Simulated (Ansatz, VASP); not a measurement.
Cr in VASP and in Ansatz

```xyz
2
Lattice="2.4993 0.0000 0.0000 -1.2497 2.1645 0.0000 0.0000 0.0000 4.4583" Properties=species:S:1:pos:R:3 pbc="T T T"
Cr    0.0000    1.4430    1.1146
Cr    1.2497    0.7215    3.3437
```

Alike in both runs: task single point; functional LDA; k mesh 17 × 17 × 8; occupations fermi-dirac, width 0.1 eV; no spin polarisation.

```csv
,VASP,Ansatz
version,VASP 6.6.1,Ansatz 0.2.0
potentials or method,"VASP PAW LDA potentials, release 64 (Cr_pv), cutoff 520 eV","plane waves (420 eV) with PAW, scalar-relativistic"
valence electrons in the cell,24,28
```

```tsv
	VASP	Ansatz	Ansatz less VASP
pressure (GPa)	-17.9	-17.9	+0.02
traceless stress, the component that is largest in VASP (GPa)	1.21	1.21	+0.004
```

Ansatz warns that its potentials were made for another functional, while VASP's fit it. LDA's correlation is that of Perdew and Zunger in VASP and of Perdew and Wang (1992) in Ansatz. VASP's potentials hold 24 valence electrons a cell and Ansatz's 28, so a difference there can come from the potentials and not from the codes.
